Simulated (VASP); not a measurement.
Write the native input for VASP 6.6.1 that does the following.

| Property | Result |
| --- | --- |
| Task | single point |
| Functional | LDA |
| Potentials or basis | VASP PAW LDA potentials, release 64 (In_d) |
| Cutoff | 520 eV |
| k mesh | 12 × 12 × 14 |
| Occupations | fermi-dirac, width 0.05 eV |
| Spin | no spin polarisation |
| Dipole correction | no |
| Further INCAR settings | ALGO = Normal; EDIFF = 1e-06; NBANDS = 12; ISYM = 0 |

The structure of In lies in POSCAR:

```
In
1.0
   -1.6207113306      1.6207113306      2.4656758579
    1.6207113306     -1.6207113306      2.4656758579
    1.6207113306      1.6207113306     -2.4656758579
In
1
Direct
    0.0000000000      0.0000000000      0.0000000000
```

This cell differs from its parent crystal: volume scaled by 0.99.

The input as run:

INCAR

```
SYSTEM = In
PREC = Accurate ; ENCUT = 520
EDIFF = 1E-6 ; ISMEAR = -1
SIGMA = 0.05 ; LREAL = .False.
LASPH = .True. ; NELM = 100
ALGO = Normal ; ISIF = 2
LWAVE = .False. ; LCHARG = .False.
ISYM = 0 ; NBANDS = 12
```

KPOINTS

```
regular mesh
0
Gamma
  12 12 14
  0 0 0
```

Potentials or basis: VASP PAW LDA potentials, release 64 (In_d).

Launch:

```console
$ cat potpaw_LDA.64/In_d/POTCAR > POTCAR
$ mpirun -np 1 vasp_std > vasp.out
```

Results of the run:

The pressure is -2.2 GPa.

Wall time 120 s on 1 thread of Intel(R) Xeon(R) 6975P-C (Granite Rapids), on a shared host, peak memory 0.39 GiB.
